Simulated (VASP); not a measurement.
Runs of VASP 6.6.1 on SiGe2. The structure is that of space group P6/mmm (No. 191), or close to it. The cells are those of the table. The cell was built from a structure type or drawn by symmetry, and may not be a known phase.

```csv
task,cell,k mesh,cutoff (eV),gap on the mesh (eV),pressure (GPa),relaxed volume (Å³/atom)
single point,"a = 4.838, b = 4.838, c = 2.665 Å, angles 90.0, 90.0, 120.0°, 3 atoms",6 × 6 × 8,520,none,0.0,-
single point,"a = 5.138, b = 5.138, c = 2.469 Å, angles 90.0, 90.0, 120.0°, 3 atoms",6 × 6 × 4,520,none,-0.1,-
relaxation of cell and atoms,"relaxed from a = 5.138, b = 5.138, c = 2.469 Å, angles 90.0, 90.0, 120.0°, 3 atoms",6 × 6 × 8,600,-,0.1,17.97
relaxation of cell and atoms,"relaxed from a = 4.149, b = 4.149, c = 4.426 Å, angles 90.0, 90.0, 120.0°, 3 atoms",6 × 6 × 4,600,none,0.1,18.77
single point,"a = 4.877, b = 4.877, c = 2.609 Å, angles 90.0, 90.0, 120.0°, 3 atoms",12 × 12 × 18,520,none,0.0,-
single point,"a = 4.149, b = 4.149, c = 4.426 Å, angles 90.0, 90.0, 120.0°, 3 atoms",6 × 6 × 4,520,none,(a),-
```

Alike in all rows: level PBE; potentials or basis VASP PAW PBE potentials, release 64 (Si, Ge_d); no spin polarisation; smearing gaussian 0.1 eV.

Estimate the missing entries.

(a) 24.6.

Caveats: some runs use coarse meshes; the highest band is partly filled, so the run has too few bands (at least some runs); a cell axis changed by over 15 % at a fixed basis, so the end point is rough (at least some runs); the cell stands under pressure (at least some runs).

A k mesh can miss the band edges, and the runs leave out spin-orbit coupling on Ge.

A gap of «none» marks levels without a gap at the run's occupations.
